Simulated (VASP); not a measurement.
Wanted: the native input for a VASP 6.6.1 run.

```yaml
Task: relaxation of cell and atoms
Functional: PBEsol
Potentials_or_basis: VASP PAW PBE potentials, release 64 (Ca_sv, S)
Cutoff: 500 eV
k_mesh: 8 × 8 × 8
Occupations: gaussian, width 0.01 eV
Spin: no spin polarisation
Target_pressure: 4 GPa
Dipole_correction: no
Further_INCAR_settings: ALGO = Normal; EDIFF = 1e-07; IBRION = 2; EDIFFG = -0.002; NSW = 100; ISIF = 3
```

The structure of CaS (Oldhamite) lies in POSCAR:

```
CaS
1.0
    2.8171705700      2.8171705700      0.0000000000
   -2.8171705700      2.8171705700      0.0000000000
    0.0000000000      2.8171705700      2.8171705700
Ca S
1 1
Direct
    0.0000000000      0.0000000000      0.0000000000
    0.5000000000      0.5000000000      0.0000000000
```

These files were run (other wordings do the same):

INCAR

```
ALGO = Normal
EDIFF = 1E-7
EDIFFG = -0.002
ENCUT = 500
GGA = PS
GGA_COMPAT = F
IBRION = 2
ISIF = 3
ISMEAR = 0
LASPH = T
LCHARG = F
LREAL = F
LWAVE = F
NELM = 120
NELMIN = 4
NSW = 100
PREC = Accurate
PSTRESS = 40.0
SIGMA = 0.01
```

KPOINTS

```
k-points
0
Gamma
  8 8 8
```

Potentials or basis: VASP PAW PBE potentials, release 64 (Ca_sv, S).

Run with:

```bash
$ cat potpaw_PBE.64/Ca_sv/POTCAR potpaw_PBE.64/S/POTCAR > POTCAR
$ mpirun -np 1 vasp_std > vasp.out
```

Results of the run:

```json
{
 "Relaxed volume": "21.16 Å³/atom",
 "Relaxed cell": "a = 3.912 Å, b = 3.912 Å, c = 3.912 Å, α = 60.00°, β = 60.00°, γ = 90.00°",
 "Space group after relaxing (to 0.05 Å)": "Fm-3m (No. 225)",
 "Energy change on relaxing (the enthalpy is what falls)": "+14.9 meV/atom",
 "Ionic steps": "3",
 "Pressure after relaxing": "4.0 GPa",
 "Band gap on the k mesh": "2.00 eV, indirect (least direct gap 2.88 eV)"
}
```

Caveat: the cell is relaxed towards a set pressure, so the enthalpy falls and the energy may rise; the PAW data sets were made with another functional, which shifts forces and pressure a little.

It used 99 s of CPU time on 1 thread of AMD EPYC 7R13 Processor (Zen 3) (shared host).
